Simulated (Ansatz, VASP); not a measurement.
This is a calculation of SrVO3 for VASP 6.6.1.

The input INCAR:

```
  PREC = Accurate
  ENCUT = 520
  EDIFF = 1E-6
  ISMEAR = -1
  SIGMA = 0.05
  LREAL = F
  LASPH = T
  NELM = 150
  ALGO = Normal
  ISIF = 2
  LWAVE = F
  LCHARG = T
  ISPIN = 2
  MAGMOM = 0 2 0 0 0
  LORBIT = 11
  LMAXMIX = 4
  GGA = PE
  LELF = T
  LVHAR = T
  NBANDS = 32
```

The input KPOINTS:

```
regular mesh
0
Gamma
  4 4 4
```

File POSCAR:

```
SrVO3
1.0
    3.8409000000      0.0000000000      0.0000000000
    0.0000000000      3.8409000000      0.0000000000
    0.0000000000      0.0000000000      3.8409000000
Sr V O
1 1 3
Direct
    0.5000000000      0.5000000000      0.5000000000
    0.0000000000      0.0000000000      0.0000000000
    0.0000000000      0.0000000000      0.5000000000
    0.0000000000      0.5000000000      0.0000000000
    0.5000000000      0.0000000000      0.0000000000
```

Potentials or basis: VASP PAW PBE potentials, release 64 (Sr_sv, V_sv, O).

Command:

```console
$ cat potpaw_PBE.64/Sr_sv/POTCAR potpaw_PBE.64/V_sv/POTCAR potpaw_PBE.64/O/POTCAR > POTCAR
$ mpirun -np 1 vasp_std > vasp.out
```

Task: Translate it to Ansatz 0.2.0. Potentials there: Ansatz PAW.

Result: As run (the cutoff follows the program's own potentials):

File input.yaml:

```yaml
crystal:
  lattice:
    - [3.8409, 0.0, 0.0]
    - [0.0, 3.8409, 0.0]
    - [0.0, 0.0, 3.8409]
  atoms:
    - { symbol: Sr, position: [0.5, 0.5, 0.5] }
    - { symbol: V, position: [0.0, 0.0, 0.0], spin: 2.0 }
    - { symbol: O, position: [0.0, 0.0, 0.5] }
    - { symbol: O, position: [0.0, 0.5, 0.0] }
    - { symbol: O, position: [0.5, 0.0, 0.0] }
hamiltonian:
  xc: pbe
  pseudopotentials: { kind: paw }
magnetization:
  spin_polarized: true
kpoints:
  mp_grid: { grid: [4, 4, 4] }
scf:
  occupations: { method: fermi_dirac, width: 0.05 }
output:
  forces: true
  stress: true
  eigenvalues: true
```

Potentials or basis: Ansatz PAW.

The run is started by

```bash
$ ansatz run input.yaml --threads 2 --pin off --max-ram 5120MiB --backend cpu --events-out ev --progress --plain --runs-dir out
```

Both were run:

|  | VASP | Ansatz | Ansatz less VASP |
| --- | --- | --- | --- |
| gap on the k mesh at the Fermi level (eV) | none | none | - |
| pressure (GPa) | 4.1 | 3.2 | -0.90 |
| net moment per atom (μB) | 0.12 | 0.12 | 0.000 |
| size of the moment on the site where the two differ most (μB) | 0.57 | 0.46 | -0.106 |

Site moments also hang on the region over which each program counts them. A gap of «none» marks a metal or a gap that the smearing closes.

The k mesh is coarse, so the values compare programs but aren't converged.
